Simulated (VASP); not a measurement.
Write the native input for VASP 6.6.1 that does the following.

```yaml
Task: single point
Functional: PBE
Potentials_or_basis: VASP PAW PBE potentials, release 64 (B, P)
Cutoff: 520 eV
k_mesh: 6 × 6 × 6
Occupations: gaussian, width 0.1 eV
Spin: no spin polarisation
Dipole_correction: no
Further_INCAR_settings: ALGO = Normal; EDIFF = 1e-07; NBANDS = 20
```

The structure of BP4 lies in POSCAR:

```
BP4
1.0
    4.9100657046      0.0000000000      0.0000000000
   -2.4550328523      4.2522416345      0.0000000000
    0.0000000000      0.0000000000      3.8310387689
B P
1 4
Direct
    0.0000000000      0.0000000000      0.5000000000
    0.5000000000      0.0000000000      0.5000000000
    0.0000000000      0.5000000000      0.5000000000
    0.5000000000      0.5000000000      0.5000000000
    0.0000000000      0.0000000000      0.0000000000
```

The cell was generated, and may not be a known phase.

One way to write it, as run:

INCAR

```
SYSTEM = BP4
PREC     = Accurate       ! precision mode
ENCUT    = 520            ! plane-wave cutoff, eV
EDIFF    = 1E-7           ! SCF threshold, eV
ISMEAR   = 0              ! smearing method
SIGMA    = 0.1            ! smearing width, eV
LREAL    = .FALSE.        ! projectors in reciprocal space
LASPH    = .TRUE.         ! aspherical terms in the spheres
NELM     = 80             ! most SCF steps
ALGO     = Normal         ! electronic algorithm
ISIF     = 2              ! what is computed and relaxed
LWAVE    = .FALSE.        ! write WAVECAR
LCHARG   = .FALSE.        ! write CHGCAR
GGA      = PE             ! functional
NBANDS   = 20             ! bands
```

KPOINTS

```
Automatic mesh
0
G
  6 6 6
  0 0 0
```

Potentials or basis: VASP PAW PBE potentials, release 64 (B, P).

Command:

```sh
$ cat potpaw_PBE.64/B/POTCAR potpaw_PBE.64/P/POTCAR > POTCAR
$ mpirun -np 1 vasp_std > vasp.out
```

It gave:

* Pressure: -0.2 GPa
* Band gap on the k mesh: zero (an odd number of electrons rules out a gap without spin polarisation)

Wall time 62 s on 1 thread of Intel Xeon 8259CL, with other jobs on the host, peak memory 0.21 GiB.
